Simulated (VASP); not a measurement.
Write the native input for VASP 6.6.1 that does the following.

```yaml
Task: relaxation of cell and atoms
Functional: PBE
Potentials_or_basis: VASP PAW PBE potentials, release 64 (Li_sv, Os)
Cutoff: 600 eV
k_mesh: 4 × 4 × 4
Occupations: gaussian, width 0.1 eV
Spin: no spin polarisation
Dipole_correction: no
Further_INCAR_settings: ALGO = Normal; EDIFF = 1e-06; IBRION = 2; EDIFFG = -0.04; NSW = 90; ISIF = 3
```

The structure of LiOs2 lies in POSCAR:

```
LiOs2
1.0
    0.0000000000      3.3935726503      3.3935726503
    3.3935726503      0.0000000000      3.3935726503
    3.3935726503      3.3935726503      0.0000000000
Li Os
2 4
Direct
    0.0000000000      0.0000000000      0.0000000000
    0.2500000000      0.2500000000      0.2500000000
    0.6250000000      0.6250000000      0.6250000000
    0.1250000000      0.6250000000      0.6250000000
    0.6250000000      0.6250000000      0.1250000000
    0.6250000000      0.1250000000      0.6250000000
```

The input as run:

INCAR

```
SYSTEM = LiOs2
PREC = Accurate
ENCUT = 600
EDIFF = 1E-6
ISMEAR = 0
SIGMA = 0.1
LREAL = .False.
LASPH = .True.
NELM = 60
ALGO = Normal
ISIF = 3
LWAVE = .False.
LCHARG = .False.
GGA = PE
IBRION = 2
NSW = 90
EDIFFG = -0.04
```

KPOINTS

```
Automatic mesh
0
Gamma
  4 4 4
  0 0 0
```

Potentials or basis: VASP PAW PBE potentials, release 64 (Li_sv, Os).

Run with:

```bash
$ cat potpaw_PBE.64/Li_sv/POTCAR potpaw_PBE.64/Os/POTCAR > POTCAR
$ mpirun -np 1 vasp_std > vasp.out
```

It gave:

| Property | Result |
| --- | --- |
| Relaxed volume | 15.91 Å³/atom |
| Relaxed cell | a = 5.130 Å, b = 5.130 Å, c = 5.130 Å, α = 60.00°, β = 60.00°, γ = 60.00° |
| Space group after relaxing (to 0.05 Å) | Fd-3m (No. 227) |
| Energy gained by relaxing | 452.8 meV/atom |
| Ionic steps | 5 |
| Pressure after relaxing | 0.1 GPa |
| Band gap on the k mesh | zero (band 19 reaches 5.86 eV, above the bottom of band 20 at 3.71 eV) |

Caveat: the k points lie up to 0.38 Å⁻¹ apart in the final cell; the cutoff is under 1.25 times the usual one of these potentials, so pressure, stress and relaxed cells hold a basis-set (Pulay) error; the volume moved by over 15 % at a fixed basis, so the end points are rough; spin-orbit coupling is left out, which moves the levels of the heavy elements.

Run time: 3.5 min on 1 thread of Intel Xeon 8259CL, with other jobs on the host, peak memory 0.25 GiB.
